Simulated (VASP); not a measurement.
# Pr (Im-3m) in VASP: single point with PBEsol

Aim: the single point of Pr with PBEsol.

Everything below comes from runs of VASP 6.6.1. Logs are shortened: lines on timing, memory, paths and dates and some standing lists are left out, and cuts for length are marked.

### Step 1. The cell of the first run

The structure is cubic, space group Im-3m (No. 229). The conventional cell has a = 3.494 Å, b = 3.494 Å, c = 3.494 Å, α = 90.00°, β = 90.00°, γ = 90.00°. Pr (site symmetry m-3m) has 14 Pr at 3.03 to 3.49 Å within 4.0 Å.

This isn't the form of Pr at room conditions, which is double hcp.

### Step 2. Single point, PBEsol

The input, INCAR:

```
SYSTEM = Pr
PREC = Accurate ; ENCUT = 520
EDIFF = 1E-7 ; ISMEAR = -1
SIGMA = 0.13605693000000002 ; LREAL = .FALSE.
LASPH = .TRUE. ; NELM = 80
ALGO = Normal ; ISIF = 2
LWAVE = .FALSE. ; LCHARG = .TRUE.
GGA = PS ; LELF = .TRUE.
LVHAR = .TRUE. ; NBANDS = 12
```

The input, KPOINTS:

```
regular mesh
0
G
  13 13 13
  0 0 0
```

The input, POSCAR:

```
Pr
1.0
   -1.7471791289      1.7471791289      1.7471791289
    1.7471791289     -1.7471791289      1.7471791289
    1.7471791289      1.7471791289     -1.7471791289
Pr
1
Direct
    0.0000000000      0.0000000000      0.0000000000
```

Potentials or basis: VASP PAW PBE potentials, release 64 (Pr).

Started as:

```
cat potpaw_PBE.64/Pr/POTCAR > POTCAR
mpirun -np 1 vasp_std > vasp.out
```

OUTCAR:

```text
SYSTEM = Pr
   PREC = Accurate
   ENCUT = 520
   EDIFF = 1E-7
   ISMEAR = -1
   LREAL = .FALSE.
   LASPH = .TRUE.
   NELM = 80
   ISIF = 2
   GGA = PS

 ion  position               nearest neighbor table
   1  0.000  0.000  0.000-

  LATTYP: Found a body centered cubic cell.
 ALAT       =     3.4943582578

  Lattice vectors:

 A1 = (  -1.7471791289,   1.7471791289,   1.7471791289)
 A2 = (   1.7471791289,  -1.7471791289,   1.7471791289)
 A3 = (   1.7471791289,   1.7471791289,  -1.7471791289)

Analysis of symmetry for initial positions (statically):
=====================================================================
 Subroutine PRICEL returns:
 Original cell was already a primitive cell.

 Routine SETGRP: Setting up the symmetry group for a
 body centered cubic supercell.

 Subroutine GETGRP returns: Found 48 space group operations
 (whereof 48 operations were pure point group operations)
 out of a pool of 48 trial point group operations.

The static configuration has the point symmetry O_h .

Analysis of symmetry for dynamics (positions and initial velocities):
=====================================================================
 Subroutine PRICEL returns:
 Original cell was already a primitive cell.

 Routine SETGRP: Setting up the symmetry group for a
 body centered cubic supercell.

 Subroutine GETGRP returns: Found 48 space group operations
 (whereof 48 operations were pure point group operations)
 out of a pool of 48 trial point group operations.

The dynamic configuration has the point symmetry O_h .

 Subroutine INISYM returns: Found 48 space group operations
 (whereof 48 operations are pure point group operations),
 and found     1 'primitive' translations

----------------------------------------------------------------------------------------

                                     Primitive cell

  volume of cell :      21.3340

  direct lattice vectors                    reciprocal lattice vectors
    -1.747179129  1.747179129  1.747179129     0.000000000  0.286175580  0.286175580
     1.747179129 -1.747179129  1.747179129     0.286175580  0.000000000  0.286175580
     1.747179129  1.747179129 -1.747179129     0.286175580  0.286175580  0.000000000

  length of vectors
     3.026203021  3.026203021  3.026203021     0.404713386  0.404713386  0.404713386

  position of ions in fractional coordinates (direct lattice)
     0.000000000  0.000000000  0.000000000
[... 81 lines left out ...]
   NFREE  =      0    steps in history (QN), initial steepest desc. (CG)
   ISIF   =      2    stress and relaxation
   ISYM   =      2    0-nonsym 1-usesym 2-fastsym
   POTIM  = 0.5000    time-step for ionic-motion
   TEBEG  =    0.0;   TEEND  =   0.0 temperature during run
   PSTRESS=    0.0 pullay stress
   NELECT =      13.0000    total number of electrons
   NUPDOWN=      -1.0000    fix difference up-down
   EMIN   =  10.00;   EMAX   =-10.00  energy-range for DOS
   EFERMI =   0.00;   METHOD = LEGACY
   ISMEAR =    -1;   SIGMA  =   0.14  broadening in eV -4-tet -1-fermi 0-gaus
   EFERMI_NEDOS =   21; number of points for ismear=-14 and -15
   IALGO  =     38    algorithm
   IMIX   =      4    mixing-type and parameters
     AMIX     =   0.40;   BMIX     =  1.00
     AMIX_MAG =   1.60;   BMIX_MAG =  1.00
  volume/ion in A,a.u.               =      21.33       143.97
  Fermi-wavevector in a.u.,A,eV,Ry     =   1.387922  2.622793 26.209292  1.926329
  Thomas-Fermi vector in A             =   2.512097
   LORBIT       =      0    0 simple, 1 ext, 2 COOP (PROOUT), +10 PAW based schemes
   GGA     = PS    functional components
   LHFCALC =     F    Hartree Fock is set to
   AEXX    =    0.0000 exact exchange contribution
   IVDW    =     0    specifies the selected vdW correction
   LEPSILON=     F    determine dielectric tensor
   LRPA    =     F    only Hartree local field effects (RPA)
 non-spin polarized calculation
  energy-cutoff  :      520.00
  volume of cell :       21.33
 maximum number of plane-waves:       603
   NGX = 11   NGY = 11   NGZ = 11

 number of electron      12.9999999 magnetization

 Free energy of the ion-electron system (eV)
  ---------------------------------------------------
  ext. energy  EPLUGINS =         0.00000000
  ---------------------------------------------------
  free energy    TOTEN  =        -5.95133694 eV

  energy without entropy =       -5.58734612  energy(sigma->0) =       -5.76934153

 E-fermi :  10.2558     XC(G=0): -12.5033

 val. band max:       10.2484655565   @ k =   0.0769   0.0769   0.0769
 cond. band min:      10.2651599653   @ k =   0.1538   0.0769   0.0000
 fundamental gap:      0.0166944088
 Fermi energy:        10.2558115653

 k-point     1 :       0.0000    0.0000    0.0000
  band No.  band energies     occupation
      1     -25.8306      2.00000
      2      -5.2526      2.00000
      3      -5.2526      2.00000
      4      -5.2526      2.00000
      5       8.0445      2.00000
      6      10.1027      1.51009
      7      10.1027      1.51009
      8      10.1027      1.51009
      9      11.2375      0.00147
     10      11.2375      0.00147
     11      11.2375      0.00147
     12      11.5724      0.00013
[... 331 lines left out ...]
 k-point    24 :       0.2308    0.0769    0.0769
  band No.  band energies     occupation
      1     -25.1438      2.00000
      2      -8.3951      2.00000
      3      -6.2831      2.00000
      4      -5.6119      2.00000
      5       9.0554      1.99971
      6       9.7777      1.94217
      7      10.3815      0.56831
      8      10.4551      0.37538
      9      10.8363      0.02768
     10      11.0135      0.00760
     11      11.2449      0.00139
     12      11.3974      0.00045

 [... further k-points ...]

------------------------ aborting loop because EDIFF is reached ----------------------------------------

  FORCE on cell =-STRESS in cart. coord.  units (eV):
  Direction    XX          YY          ZZ          XY          YZ          ZX
  --------------------------------------------------------------------------------------
  -------------------------------------------------------------------------------------
  Total       -0.0595973     -0.0595973     -0.0595973      0.0000000      0.0000000      0.0000000
  in kB       -4.4757414     -4.4757414     -4.4757414      0.0000000      0.0000000      0.0000000
  external PRESSURE =      -4.4757414 kB  Pullay stress =       0.0000000 kB

 VOLUME and BASIS-vectors are now :
 -----------------------------------------------------------------------------
  energy-cutoff  :      520.00
  volume of cell :       21.33
      direct lattice vectors                 reciprocal lattice vectors
    -1.747179129  1.747179129  1.747179129     0.000000000  0.286175580  0.286175580
     1.747179129 -1.747179129  1.747179129     0.286175580  0.000000000  0.286175580
     1.747179129  1.747179129 -1.747179129     0.286175580  0.286175580  0.000000000

 POSITION                                       TOTAL-FORCE (eV/Angst)
 -----------------------------------------------------------------------------------
      0.00000      0.00000      0.00000         0.000000      0.000000     -0.000000
 -----------------------------------------------------------------------------------
    total drift:                                0.000000      0.000000      0.000000

  FREE ENERGIE OF THE ION-ELECTRON SYSTEM (eV)
  ---------------------------------------------------
  free  energy   TOTEN  =        -5.9513369436 eV

  energy  without entropy=       -5.5873461219  energy(sigma->0) =       -5.76934153
```

OSZICAR:

```text
N       E                     dE             d eps       ncg     rms          rms(c)
DAV:   1     0.936133946642E+02    0.93613E+02   -0.50786E+03  2080   0.236E+03
DAV:   2    -0.227592545748E+01   -0.95889E+02   -0.92611E+02  2792   0.301E+02
DAV:   3    -0.105019013683E+02   -0.82260E+01   -0.78422E+01  3284   0.142E+02
[... 20 lines left out ...]
DAV:  24    -0.595133648052E+01   -0.16440E-06   -0.15983E-06  1372   0.125E-03    0.246E-04
DAV:  25    -0.595133660159E+01   -0.12108E-06   -0.11632E-06  1372   0.875E-04    0.156E-04
DAV:  26    -0.595133679115E+01   -0.18956E-06   -0.18754E-06  1328   0.112E-03    0.149E-04
DAV:  27    -0.595133689606E+01   -0.10491E-06   -0.99748E-07  1308   0.707E-04    0.661E-05
DAV:  28    -0.595133694357E+01   -0.47511E-07   -0.48201E-07  1272   0.957E-04
   1 F= -.59513369E+01 E0= -.57693415E+01  d E =-.363991E+00
```

Run time: 40 s. Hardware: 1 thread of AMD EPYC 7R13 (Zen 3), shared host; peak memory 0.13 GiB.

Results:

| Item | Value |
| --- | --- |
| Free energy | -5.9513 eV |
| Pressure | -0.4 GPa |
| Band gap on the k mesh | zero (an odd number of electrons rules out a gap without spin polarisation) |

Caveat: the PAW data sets were made with another functional, which shifts forces and pressure a little; spin-orbit coupling is left out, which moves the levels of the heavy elements; semilocal functionals describe open f shells poorly, which spoils levels, moments and volumes.
